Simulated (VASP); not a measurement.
# AlN (P6_3mc) in VASP: a series of runs

Runs on AlN. Level: HSE06. Tasks: single point.

Everything below comes from runs of VASP 6.6.1. Logs are shortened: lines on timing, memory, paths and dates and some standing lists are left out, and cuts for length are marked.

### 1 The cell of the first run

It takes space group P6_3mc (No. 186, hexagonal). Conventional cell: a = 3.107 Å, b = 3.107 Å, c = 4.979 Å, α = 90.00°, β = 90.00°, γ = 120.00°. Within 2.5 Å of Al (site symmetry 3m) lie 4 N at 1.89 to 1.90 Å. N (site symmetry 3m) has 4 Al at 1.89 to 1.90 Å within 2.5 Å.

### 2 Single point, HSE06

File POSCAR:

```
AlN
1.0
    3.1066937604      0.0000000000      0.0000000000
   -1.5533468802      2.6904757183      0.0000000000
    0.0000000000      0.0000000000      4.9785915490
Al N
2 2
Direct
    0.3333333333      0.6666666667     -0.0032954727
    0.6666666667      0.3333333333      0.4967045273
    0.3333333333      0.6666666667      0.3782954727
    0.6666666667      0.3333333333      0.8782954727
```

File INCAR.step1:

```
SYSTEM = AlN
PREC = Accurate
ENCUT = 520
EDIFF = 1E-5
ISMEAR = 0
SIGMA = 0.01
LREAL = .False.
LASPH = .True.
NELM = 80
ALGO = Normal
ISIF = 2
LWAVE = .True.
GGA = PE
NBANDS = 16
```

File INCAR.step2:

```
SYSTEM = AlN
PREC = Accurate
ENCUT = 520
EDIFF = 1E-6
ISMEAR = 0
SIGMA = 0.01
LREAL = .False.
LASPH = .True.
NELM = 80
ALGO = Normal
ISIF = 2
LWAVE = .False.
LCHARG = .True.
GGA = PE
LHFCALC = .True.
HFSCREEN = 0.2079
PRECFOCK = Normal
LELF = .True.
LVHAR = .True.
ISTART = 1
NBANDS = 16
```

File KPOINTS:

```
Automatic mesh
0
Gamma
  6 6 4
  0 0 0
```

Potentials or basis: VASP PAW PBE potentials, release 64 (Al, N).

Command:

```console
cat potpaw_PBE.64/Al/POTCAR potpaw_PBE.64/N/POTCAR > POTCAR
cp INCAR.step1 INCAR
mpirun -np 1 vasp_std > vasp.out
cp INCAR.step2 INCAR
mpirun -np 1 vasp_std > vasp.out
```

OUTCAR:

```text
SYSTEM = AlN
   PREC = Accurate
   ENCUT = 520
   EDIFF = 1E-6
   ISMEAR = 0
   LREAL = .False.
   LASPH = .True.
   NELM = 80
   ISIF = 2
   GGA = PE
   LHFCALC = .True.
   HFSCREEN = 0.2079
   PRECFOCK = Normal
   ISTART = 1

 ion  position               nearest neighbor table
   1  0.333  0.667  0.997-   4 1.89   4 1.89   4 1.89   3 1.90   2 3.07   2 3.07   2 3.07   2 3.07
                             2 3.07   2 3.07
   2  0.667  0.333  0.497-   3 1.89   3 1.89   3 1.89   4 1.90   1 3.07   1 3.07   1 3.07   1 3.07
                             1 3.07   1 3.07
   3  0.333  0.667  0.378-   2 1.89   2 1.89   2 1.89   1 1.90
   4  0.667  0.333  0.878-   1 1.89   1 1.89   1 1.89   2 1.90

  LATTYP: Found a hexagonal cell.
 ALAT       =     3.1066937604
 C/A-ratio  =     1.6025369518

  Lattice vectors:

 A1 = (   3.1066937604,   0.0000000000,   0.0000000000)
 A2 = (  -1.5533468802,   2.6904757183,   0.0000000000)
 A3 = (   0.0000000000,   0.0000000000,   4.9785915490)

Analysis of symmetry for initial positions (statically):
=====================================================================
 Subroutine PRICEL returns:
 Original cell was already a primitive cell.

 Routine SETGRP: Setting up the symmetry group for a
 hexagonal supercell.

 Subroutine GETGRP returns: Found 12 space group operations
 (whereof  6 operations were pure point group operations)
 out of a pool of 24 trial point group operations.

The static configuration has the point symmetry C_3v.
 The point group associated with its full space group is C_6v.

Analysis of symmetry for dynamics (positions and initial velocities):
=====================================================================
 Subroutine PRICEL returns:
 Original cell was already a primitive cell.

 Routine SETGRP: Setting up the symmetry group for a
 hexagonal supercell.

 Subroutine GETGRP returns: Found 12 space group operations
 (whereof  6 operations were pure point group operations)
 out of a pool of 24 trial point group operations.

The dynamic configuration has the point symmetry C_3v.
 The point group associated with its full space group is C_6v.

 Subroutine INISYM returns: Found 12 space group operations
 (whereof  6 operations are pure point group operations),
 and found     1 'primitive' translations

[... 103 lines left out ...]
   TEBEG  =    0.0;   TEEND  =   0.0 temperature during run
   PSTRESS=    0.0 pullay stress
   NELECT =      16.0000    total number of electrons
   NUPDOWN=      -1.0000    fix difference up-down
   EMIN   =  10.00;   EMAX   =-10.00  energy-range for DOS
   EFERMI =   0.00;   METHOD = LEGACY
   ISMEAR =     0;   SIGMA  =   0.01  broadening in eV -4-tet -1-fermi 0-gaus
   EFERMI_NEDOS =   21; number of points for ismear=-14 and -15
   IALGO  =     38    algorithm
   IMIX   =      1    mixing-type and parameters
     AMIX     =   0.40;   BMIX     =  1.00
     AMIX_MAG =   1.60;   BMIX_MAG =  1.00
  volume/ion in A,a.u.               =      10.40        70.21
  Fermi-wavevector in a.u.,A,eV,Ry     =   1.190429  2.249585 19.281103  1.417121
  Thomas-Fermi vector in A             =   2.326514
   LORBIT       =      0    0 simple, 1 ext, 2 COOP (PROOUT), +10 PAW based schemes
   GGA     = PE    functional components
   LHFCALC =     T    Hartree Fock is set to
   PRECFOCK=normal    Normal, Fast or Accurate (Low or Medium for compatibility)
   ENCUT4O =  -1.0   cutoff for four orbital integrals eV
   NKREDX  =     1    reduce k-point grid by
   NKREDY  =     1    reduce k-point grid by
   NKREDZ  =     1    reduce k-point grid by
   AEXX    =    0.2500 exact exchange contribution
   HFSCREEN=    0.2079 screening length (either q_TF or 0.3 A-1)
   HFSCREENC=   0.2079 screening length for correlation (either q_TF or 0.3 A-1)
   ENCUTFOCK=  -1.0 apply spherical cutoff to Coloumb kernel
   IVDW    =     0    specifies the selected vdW correction
   LEPSILON=     F    determine dielectric tensor
   LRPA    =     F    only Hartree local field effects (RPA)
 non-spin polarized calculation
 Gauss-broadening in eV      SIGMA  =   0.01
  energy-cutoff  :      520.00
  volume of cell :       41.61
 maximum number of plane-waves:      1152
 NGX is ok and might be reduce to    24
  NGX = 18; NGY = 18; NGZ = 28

 number of electron      15.9999997 magnetization

 Free energy of the ion-electron system (eV)
  ---------------------------------------------------
  ext. energy  EPLUGINS =         0.00000000
  ---------------------------------------------------
  free energy    TOTEN  =       -34.89471657 eV

  energy without entropy =      -34.89471657  energy(sigma->0) =      -34.89471657

 E-fermi :   5.3258     XC(G=0):  -9.0083

 val. band max:        5.2768597057   @ k =   0.0000   0.0000   0.0000
 cond. band min:      10.8694175199   @ k =   0.0000   0.0000   0.0000
 fundamental gap:      5.5925578142
 Fermi energy:         5.3258214412

 k-point     1 :       0.0000    0.0000    0.0000
  band No.  band energies     occupation
      1     -11.4462      2.00000
      2      -9.1498      2.00000
      3      -1.2464      2.00000
      4       4.3237      2.00000
      5       4.3237      2.00000
      6       5.0465      2.00000
[... 376 lines left out ...]
      3       0.0147      2.00000
      4       0.0147      2.00000
      5       1.0923      2.00000
      6       1.0923      2.00000
[... 8 lines left out ...]
     15      20.8207      0.00000
     16      20.8207      0.00000

------------------------ aborting loop because EDIFF is reached ----------------------------------------

  FORCE on cell =-STRESS in cart. coord.  units (eV):
  Direction    XX          YY          ZZ          XY          YZ          ZX
  --------------------------------------------------------------------------------------
  -------------------------------------------------------------------------------------
  Total       -0.1938265     -0.1938265     -0.2325235      0.0000000      0.0000000     -0.0000000
  in kB       -7.4625932     -7.4625932     -8.9524805      0.0000000      0.0000000     -0.0000000
  external PRESSURE =      -7.9592223 kB  Pullay stress =       0.0000000 kB

 VOLUME and BASIS-vectors are now :
 -----------------------------------------------------------------------------
  energy-cutoff  :      520.00
  volume of cell :       41.61
      direct lattice vectors                 reciprocal lattice vectors
     3.106693760  0.000000000  0.000000000     0.321885605  0.185840741  0.000000000
    -1.553346880  2.690475718  0.000000000     0.000000000  0.371681481  0.000000000
     0.000000000  0.000000000  4.978591549     0.000000000  0.000000000  0.200860020

 POSITION                                       TOTAL-FORCE (eV/Angst)
 -----------------------------------------------------------------------------------
     -0.00000      1.79365      4.96218        -0.000000     -0.000000     -0.007649
      1.55335      0.89683      2.47289         0.000000      0.000000     -0.007649
     -0.00000      1.79365      1.88338         0.000000     -0.000000      0.007649
      1.55335      0.89683      4.37267        -0.000000      0.000000      0.007649
 -----------------------------------------------------------------------------------
    total drift:                               -0.000000     -0.000000     -0.000709

  FREE ENERGIE OF THE ION-ELECTRON SYSTEM (eV)
  ---------------------------------------------------
  free  energy   TOTEN  =       -34.8947165681 eV

  energy  without entropy=      -34.8947165681  energy(sigma->0) =      -34.89471657
```

OUTCAR.step1:

```text
SYSTEM = AlN
   PREC = Accurate
   ENCUT = 520
   EDIFF = 1E-5
   ISMEAR = 0
   LREAL = .False.
   LASPH = .True.
   NELM = 80
[... 626 lines left out ...]
      1.55335      0.89683      2.47289         0.000000     -0.000000     -0.010204
     -0.00000      1.79365      1.88338         0.000000      0.000000      0.010204
      1.55335      0.89683      4.37267        -0.000000     -0.000000      0.010204
 -----------------------------------------------------------------------------------
    total drift:                               -0.000000     -0.000000     -0.000850

  FREE ENERGIE OF THE ION-ELECTRON SYSTEM (eV)
  ---------------------------------------------------
  free  energy   TOTEN  =       -29.7665267110 eV

  energy  without entropy=      -29.7665267110  energy(sigma->0) =      -29.76652671
```

It took 33 min on 1 thread of Intel Xeon 8259CL, shared host; peak memory 0.26 GiB.

Results:

| Property | Result |
| --- | --- |
| Free energy | -34.8947 eV |
| Pressure | -0.8 GPa |
| Largest force | 0.008 eV/Å |
| Band gap on the k mesh | 5.59 eV |

Forces in eV/Å, atoms in the order of the input:
```
Al   0.000  0.000 -0.008
Al   0.000  0.000 -0.008
N    0.000  0.000  0.008
N    0.000  0.000  0.008
```

Caveat: the PAW data sets were made with another functional, which shifts forces and pressure a little.

### 3 Single point, HSE06 (strain -1.5%)

File POSCAR:

```
AlN
1.0
    3.0600933540      0.0000000000      0.0000000000
   -1.5300466770      2.6501185825      0.0000000000
    0.0000000000      0.0000000000      4.9039126757
Al N
2 2
Direct
    0.3333333333      0.6666666667     -0.0034405326
    0.6666666667      0.3333333333      0.4965594674
    0.3333333333      0.6666666667      0.3784405326
    0.6666666667      0.3333333333      0.8784405326
```

Edit INCAR.step1 of step 2 so:

```diff
@@ -8,3 +8,3 @@
 LASPH = .True.
-NELM = 80
+NELM = 100
 ALGO = Normal
@@ -12,3 +12,3 @@
 LWAVE = .True.
+NBANDS = 16
 GGA = PE
-NBANDS = 16
```

Edit INCAR.step2 of step 2 so:

```diff
@@ -8,3 +8,3 @@
 LASPH = .True.
-NELM = 80
+NELM = 100
 ALGO = Normal
@@ -19,3 +19,3 @@
 LVHAR = .True.
+NBANDS = 16
 ISTART = 1
-NBANDS = 16
```

File KPOINTS:

```
regular mesh
0
Gamma
  6 6 4
  0 0 0
```

Potentials or basis: VASP PAW PBE potentials, release 64 (Al, N).

Command:

```console
cat potpaw_PBE.64/Al/POTCAR potpaw_PBE.64/N/POTCAR > POTCAR
cp INCAR.step1 INCAR
mpirun -np 1 vasp_std > vasp.out
cp INCAR.step2 INCAR
mpirun -np 1 vasp_std > vasp.out
```

Wall time 50 min (1 thread of Intel Xeon 8259CL, shared host); peak memory 0.26 GiB.

It converged, with:

```
Free energy            : -34.8448 eV
Pressure               : 9.7 GPa
Largest force          : 0.006 eV/Å
Band gap on the k mesh : 6.03 eV
```

Forces on the atoms (eV/Å):
```
Al   0.000  0.000 -0.006
Al   0.000  0.000 -0.006
N    0.000  0.000  0.006
N    0.000  0.000  0.006
```

Stress tensor (GPa, compression positive):
```
10.03  0.00  0.00
 0.00 10.03  0.00
 0.00  0.00  8.91
```

Levels at points of the mesh, in eV from the valence-band top:
| k point | band 6 | band 7 | band 8 | band 9 | band 10 | band 11 |
| --- | --- | --- | --- | --- | --- | --- |
| (0.00, 0.00, 0.00) | -0.25 | -0.25 | 0.00 | 6.03 | 8.60 | 12.90 |
| (0.50, 0.00, 0.00) | -2.37 | -1.97 | -0.79 | 7.29 | 7.37 | 10.17 |
| (0.00, 0.00, 0.50) | -0.63 | -0.63 | -0.63 | 8.41 | 8.41 | 12.43 |
| (0.50, 0.00, 0.50) | -1.66 | -1.54 | -1.54 | 6.83 | 6.83 | 11.11 |

Caveat: the cell differs from its parent crystal (strain -1.5%); the cell stands under pressure; the PAW data sets were made with another functional, which shifts forces and pressure a little. A k mesh can miss the band edges.
